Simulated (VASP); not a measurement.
# MgCd3Te4: single point with PBE

The system is MgCd3Te4.

```
Mg Cd Te
1.0
     4.66058    0.00000    0.00000
    -2.33029    4.03618    0.00000
     0.00000    0.00000   15.23766
Mg Cd Te
1 3 4
Direct
  0.33333 0.66667 0.49728
  0.33333 0.66667 0.99894
  0.66667 0.33333 0.25137
  0.66667 0.33333 0.74716
  0.33333 0.66667 0.18732
  0.33333 0.66667 0.68291
  0.66667 0.33333 0.43967
  0.66667 0.33333 0.93537
```

```
Program                : VASP 6.6.1
Task                   : single point
Functional             : PBE
Potentials or basis    : VASP PAW PBE potentials, release 64 (Mg, Cd, Te)
Cutoff                 : 520 eV
k mesh                 : 6 × 6 × 1
Occupations            : gaussian, width 0.1 eV
Spin                   : no spin polarisation
Dipole correction      : no
Further INCAR settings : ALGO = Normal; EDIFF = 1e-06; NBANDS = 41
```

- Pressure: 0.1 GPa
- Largest force: 0.020 eV/Å
- Band gap on the k mesh: 0.90 eV

Forces on the atoms (eV/Å):
```
Mg   0.000  0.000  0.007
Cd   0.000  0.000 -0.005
Cd   0.000  0.000  0.005
Cd   0.000  0.000  0.007
Te   0.000  0.000  0.002
Te   0.000  0.000 -0.020
Te   0.000  0.000  0.013
Te   0.000  0.000 -0.009
```

Levels at points of the mesh, in eV from the valence-band top:
```
           k point  band 29  band 30  band 31  band 32  band 33  band 34
(0.00, 0.00, 0.00)    -0.11     0.00     0.00     0.90     1.77     2.04
(0.50, 0.00, 0.00)    -1.18    -1.16    -0.68     2.26     2.42     2.56
```

It took 84 s on 1 thread of Intel(R) Xeon(R) Platinum 8488C (Sapphire Rapids) (shared host), peak memory 0.42 GiB.

Caveat: spin-orbit coupling is left out, which moves the levels of the heavy elements.
